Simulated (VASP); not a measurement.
# MoS2 (R-3m) in VASP: settings compared, part 2 of 2

VASP 6.6.1.

### 3 Single point, r2SCAN

POSCAR reads:

```
MoS2
1.0
    1.5965300421      0.9217570496      6.0772315024
   -1.5965300421      0.9217570496      6.0772315024
    0.0000000000     -1.8435140992      6.0772315024
Mo S
1 2
Direct
    0.0000000000      0.0000000000      0.0000000000
    0.2474267352      0.2474267352      0.2474267352
    0.7525732648      0.7525732648      0.7525732648
```

INCAR.step1 reads:

```
PREC = Accurate
ENCUT = 520
ISMEAR = -1
SIGMA = 0.02
LREAL = F
LASPH = T
NELM = 100
NBANDS = 20
GGA = PE
ALGO = Normal
EDIFF = 1E-4
LWAVE = T
LCHARG = F
```

INCAR.step2 reads:

```
PREC = Accurate
ENCUT = 520
EDIFF = 1E-7
ISMEAR = -1
SIGMA = 0.02
LREAL = F
LASPH = T
NELM = 100
ALGO = Normal
ISIF = 2
LWAVE = F
LCHARG = F
METAGGA = R2SCAN
LMIXTAU = T
NBANDS = 20
ISTART = 1
```

KPOINTS reads:

```
Automatic mesh
0
Gamma
  6 6 6
```

Potentials or basis: VASP PAW PBE potentials, release 64 (Mo_sv, S).

Launch:

```bash
cat potpaw_PBE.64/Mo_sv/POTCAR potpaw_PBE.64/S/POTCAR > POTCAR
cp INCAR.step1 INCAR
mpirun -np 1 vasp_std > vasp.out
cp INCAR.step2 INCAR
mpirun -np 1 vasp_std > vasp.out
```

OUTCAR:

```text
PREC = Accurate
   ENCUT = 520
   EDIFF = 1E-7
   ISMEAR = -1
   LREAL = F
   LASPH = T
   NELM = 100
   ISIF = 2
   METAGGA = R2SCAN
   ISTART = 1

 ion  position               nearest neighbor table
   1  0.000  0.000  0.000-   3 2.42   3 2.42   2 2.42   2 2.42   3 2.42   2 2.42
   2  0.247  0.247  0.247-   1 2.42   1 2.42   1 2.42
   3  0.753  0.753  0.753-   1 2.42   1 2.42   1 2.42

  LATTYP: Found a trigonal (rhomboedric) cell.
 ALAT       =     6.3506918495
 COS(alpha) =     0.8736014461

  Lattice vectors:

 A1 = (   1.5965300421,   0.9217570496,   6.0772315024)
 A2 = (  -1.5965300421,   0.9217570496,   6.0772315024)
 A3 = (   0.0000000000,  -1.8435140992,   6.0772315024)

Analysis of symmetry for initial positions (statically):
=====================================================================
 Subroutine PRICEL returns:
 Original cell was already a primitive cell.

 Routine SETGRP: Setting up the symmetry group for a
 trigonal (rhombohedral) supercell.

 Subroutine GETGRP returns: Found 12 space group operations
 (whereof 12 operations were pure point group operations)
 out of a pool of 12 trial point group operations.

The static configuration has the point symmetry D_3d.

Analysis of symmetry for dynamics (positions and initial velocities):
=====================================================================
 Subroutine PRICEL returns:
 Original cell was already a primitive cell.

 Routine SETGRP: Setting up the symmetry group for a
 trigonal (rhombohedral) supercell.

 Subroutine GETGRP returns: Found 12 space group operations
 (whereof 12 operations were pure point group operations)
 out of a pool of 12 trial point group operations.

The dynamic configuration has the point symmetry D_3d.

 Subroutine INISYM returns: Found 12 space group operations
 (whereof 12 operations are pure point group operations),
 and found     1 'primitive' translations

----------------------------------------------------------------------------------------

                                     Primitive cell

  volume of cell :      53.6600

  direct lattice vectors                    reciprocal lattice vectors
     1.596530042  0.921757050  6.077231502     0.313179199  0.180814095  0.054849537
    -1.596530042  0.921757050  6.077231502    -0.313179199  0.180814095  0.054849537
     0.000000000 -1.843514099  6.077231502     0.000000000 -0.361628190  0.054849537

  length of vectors
     6.350691850  6.350691850  6.350691850     0.365764158  0.365764158  0.365764158

  position of ions in fractional coordinates (direct lattice)
     0.000000000  0.000000000  0.000000000
     0.247426735  0.247426735  0.247426735
     0.752573265  0.752573265  0.752573265

  ion indices of the primitive-cell ions
   primitive index   ion index
                 1           1
                 2           2
                 3           3

----------------------------------------------------------------------------------------

 KPOINTS: Automatic mesh

Automatic generation of k-mesh.
 Grid dimensions read from file:
 generate k-points for:    6    6    6

 Generating k-lattice:

  Cartesian coordinates                     Fractional coordinates (reciprocal lattice)
     0.052196533  0.030135682  0.009141589     0.166666667 -0.000000000 -0.000000000
    -0.052196533  0.030135682  0.009141589    -0.000000000  0.166666667 -0.000000000
     0.000000000 -0.060271365  0.009141589    -0.000000000 -0.000000000  0.166666667

  Length of vectors
     0.060960693  0.060960693  0.060960693

  Shift w.r.t. Gamma in fractional coordinates (k-lattice)
     0.000000000  0.000000000  0.000000000

 Subroutine IBZKPT returns following result:
 ===========================================

 Found     32 irreducible k-points:

 Following reciprocal coordinates:
            Coordinates               Weight
  0.000000  0.000000  0.000000      1.000000
  0.166667 -0.000000 -0.000000      6.000000
  0.333333  0.000000 -0.000000      6.000000
  0.500000  0.000000 -0.000000      3.000000
  0.166667  0.166667 -0.000000      6.000000
  0.333333  0.166667 -0.000000     12.000000
[... 16 lines left out ...]
  0.500000  0.500000  0.166667      6.000000
 -0.333333  0.500000  0.166667     12.000000
 [... further k-points ...]
   k-points           NKPTS =     32   k-points in BZ     NKDIM =     32   number of bands    NBANDS=     20
   number of dos      NEDOS =    301   number of ions     NIONS =      3
   total plane-waves  NPLWV = 110592
   dimension x,y,z NGX =    48 NGY =   48 NGZ =   48
   dimension x,y,z NGXF=    96 NGYF=   96 NGZF=   96
   ions per type =               1   2
   NGX,Y,Z   is equivalent  to a cutoff of  12.57, 12.57, 12.57 a.u.
   NGXF,Y,Z  is equivalent  to a cutoff of  25.13, 25.13, 25.13 a.u.
 SYSTEM =  unknown system
   PREC   = accura    normal or accurate (medium, high low for compatibility)
   ISTART =      1    job   : 0-new  1-cont  2-samecut
   ICHARG =      0    charge: 1-file 2-atom 10-const
   ISPIN  =      1    spin polarized calculation?
   LNONCOLLINEAR =      F non collinear calculations
   LSORBIT =      F    spin-orbit coupling
   LASPH  =      T    aspherical Exc in radial PAW
   ENCUT  =  520.0 eV  38.22 Ry    6.18 a.u.  11.81 11.81 11.81*2*pi/ulx,y,z
   NELM   =    100;   NELMIN=  2; NELMDL=  0     # of ELM steps
   EDIFF  = 0.1E-06   stopping-criterion for ELM
   LREAL  =      F    real-space projection
   EDIFFG = 0.1E-05   stopping-criterion for IOM
   NSW    =      0    number of steps for IOM
   IBRION =     -1    ionic relax: 0-MD 1-quasi-New 2-CG
   NFREE  =      0    steps in history (QN), initial steepest desc. (CG)
   ISIF   =      2    stress and relaxation
   ISYM   =      2    0-nonsym 1-usesym 2-fastsym
   POTIM  = 0.5000    time-step for ionic-motion
   TEBEG  =    0.0;   TEEND  =   0.0 temperature during run
   PSTRESS=    0.0 pullay stress
   NELECT =      26.0000    total number of electrons
   NUPDOWN=      -1.0000    fix difference up-down
   EMIN   =  10.00;   EMAX   =-10.00  energy-range for DOS
   EFERMI =   0.00;   METHOD = LEGACY
   ISMEAR =    -1;   SIGMA  =   0.02  broadening in eV -4-tet -1-fermi 0-gaus
   EFERMI_NEDOS =   21; number of points for ismear=-14 and -15
   IALGO  =     38    algorithm
   IMIX   =      4    mixing-type and parameters
     AMIX     =   0.40;   BMIX     =  1.00
     AMIX_MAG =   1.60;   BMIX_MAG =  1.00
  volume/ion in A,a.u.               =      17.89       120.71
  Fermi-wavevector in a.u.,A,eV,Ry     =   1.285827  2.429860 22.495194  1.653350
  Thomas-Fermi vector in A             =   2.417938
   LORBIT       =      0    0 simple, 1 ext, 2 COOP (PROOUT), +10 PAW based schemes
   METAGGA = R2SCAN    functional components
   LHFCALC =     F    Hartree Fock is set to
   AEXX    =    0.0000 exact exchange contribution
   IVDW    =     0    specifies the selected vdW correction
   LEPSILON=     F    determine dielectric tensor
   LRPA    =     F    only Hartree local field effects (RPA)
 non-spin polarized calculation
  energy-cutoff  :      520.00
  volume of cell :       53.66
 maximum number of plane-waves:      1460
   NGX = 23   NGY = 23   NGZ = 23

 number of electron      26.0000001 magnetization

 Free energy of the ion-electron system (eV)
  ---------------------------------------------------
  ext. energy  EPLUGINS =         0.00000000
  ---------------------------------------------------
  free energy    TOTEN  =       -44.18383892 eV

  energy without entropy =      -44.18309966  energy(sigma->0) =      -44.18346929

 E-fermi :   7.4062     XC(G=0): -11.5202

 val. band max:        7.3649385679   @ k =   0.3333   0.3333   0.3333
 cond. band min:       7.4328854641   @ k =  -0.3333   0.5000   0.3333
 fundamental gap:      0.0679468962
 Fermi energy:         7.4062057756

 k-point     1 :       0.0000    0.0000    0.0000
  band No.  band energies     occupation
      1     -56.2152      2.00000
      2     -29.5301      2.00000
      3     -29.4653      2.00000
      4     -29.4653      2.00000
      5      -8.1414      2.00000
      6      -6.4856      2.00000
[... 12 lines left out ...]
     19      14.9008      0.00000
     20      17.6566      0.00000

 k-point     2 :       0.1667   -0.0000   -0.0000
  band No.  band energies     occupation
      1     -56.2054      2.00000
      2     -29.5625      2.00000
      3     -29.5102      2.00000
      4     -29.4876      2.00000
      5      -7.7013      2.00000
      6      -6.4034      2.00000
[... 498 lines left out ...]
 k-point    24 :      -0.3333    0.5000    0.1667
  band No.  band energies     occupation
      1     -56.1757      2.00000
      2     -29.7972      2.00000
      3     -29.6043      2.00000
      4     -29.4503      2.00000
      5      -6.2397      2.00000
      6      -5.8169      2.00000
[... 12 lines left out ...]
     19      14.8238      0.00000
     20      16.5188      0.00000

 [... further k-points ...]
[... 5 lines left out ...]
  --------------------------------------------------------------------------------------
  -------------------------------------------------------------------------------------
  Total        0.5187489      0.5187489      0.1954558      0.0000000     -0.0000000      0.0000000
  in kB       15.4887786     15.4887786      5.8359089      0.0000000     -0.0000000      0.0000000
  external PRESSURE =      12.2711554 kB  Pullay stress =       0.0000000 kB

 VOLUME and BASIS-vectors are now :
 -----------------------------------------------------------------------------
  energy-cutoff  :      520.00
  volume of cell :       53.66
      direct lattice vectors                 reciprocal lattice vectors
     1.596530042  0.921757050  6.077231502     0.313179199  0.180814095  0.054849537
    -1.596530042  0.921757050  6.077231502    -0.313179199  0.180814095  0.054849537
     0.000000000 -1.843514099  6.077231502     0.000000000 -0.361628190  0.054849537

 POSITION                                       TOTAL-FORCE (eV/Angst)
 -----------------------------------------------------------------------------------
      0.00000      0.00000      0.00000        -0.000000      0.000000      0.000000
      0.00000      0.00000      4.51101         0.000000      0.000000      0.144210
      0.00000      0.00000     13.72069         0.000000     -0.000000     -0.144210
 -----------------------------------------------------------------------------------
    total drift:                               -0.000000     -0.000000      0.000000

  FREE ENERGIE OF THE ION-ELECTRON SYSTEM (eV)
  ---------------------------------------------------
  free  energy   TOTEN  =       -44.1838389219 eV

  energy  without entropy=      -44.1830996630  energy(sigma->0) =      -44.18346929
```

OUTCAR.step1:

```text
PREC = Accurate
   ENCUT = 520
   ISMEAR = -1
   LREAL = F
   LASPH = T
[... 776 lines left out ...]
      0.00000      0.00000      0.00000         0.000000      0.000000     -0.000000
      0.00000      0.00000      4.51101         0.000000     -0.000000     -0.096834
      0.00000      0.00000     13.72069         0.000000      0.000000      0.096834
 -----------------------------------------------------------------------------------
    total drift:                               -0.000000     -0.000000      0.000000

  FREE ENERGIE OF THE ION-ELECTRON SYSTEM (eV)
  ---------------------------------------------------
  free  energy   TOTEN  =       -21.0253841003 eV

  energy  without entropy=      -21.0239542134  energy(sigma->0) =      -21.02466916
```

OSZICAR.step1:

```text
N       E                     dE             d eps       ncg     rms          rms(c)
DAV:   1     0.180787991605E+03    0.18079E+03   -0.13493E+04  1280   0.123E+03
DAV:   2    -0.153691610941E+02   -0.19616E+03   -0.19103E+03  1556   0.315E+02
DAV:   3    -0.225607254629E+02   -0.71916E+01   -0.70898E+01  1592   0.564E+01
DAV:   4    -0.226465994205E+02   -0.85874E-01   -0.85797E-01  1544   0.644E+00
DAV:   5    -0.226479351478E+02   -0.13357E-02   -0.13357E-02  1648   0.784E-01    0.230E+01
DAV:   6    -0.215932267088E+02    0.10547E+01   -0.15448E+01  1340   0.211E+01    0.955E+00
DAV:   7    -0.211689918398E+02    0.42423E+00   -0.62781E+00  1332   0.129E+01    0.596E+00
DAV:   8    -0.210251021973E+02    0.14389E+00   -0.78900E-01  1432   0.486E+00    0.185E+00
DAV:   9    -0.210270668759E+02   -0.19647E-02   -0.29313E-02  1464   0.107E+00    0.642E-01
DAV:  10    -0.210256413588E+02    0.14255E-02   -0.17109E-02  1408   0.784E-01    0.185E-01
DAV:  11    -0.210254616133E+02    0.17975E-03   -0.87546E-04  1480   0.189E-01    0.725E-02
DAV:  12    -0.210253841003E+02    0.77513E-04   -0.22386E-04   784   0.904E-02
   1 F= -.21025384E+02 E0= -.21024669E+02  d E =-.142989E-02
```

Run time: 4.1 min. Hardware: 1 thread of Intel Xeon Platinum 8488C (Sapphire Rapids), shared host; peak memory 0.36 GiB.

What came out:

```yaml
Free_energy: -44.1838 eV
Pressure: 1.2 GPa
Largest_force: 0.144 eV/Å
Band_gap_on_the_k_mesh: zero (band 13 reaches 7.98 eV, above the bottom of band 14 at 7.18 eV)
```

Forces in eV/Å, atoms in the order of the input:
```
Mo   0.000  0.000  0.000
S    0.000  0.000  0.144
S    0.000  0.000 -0.144
```

Caveat: the k points lie up to 0.38 Å⁻¹ apart; the PAW data sets were made with another functional, which shifts forces and pressure a little.
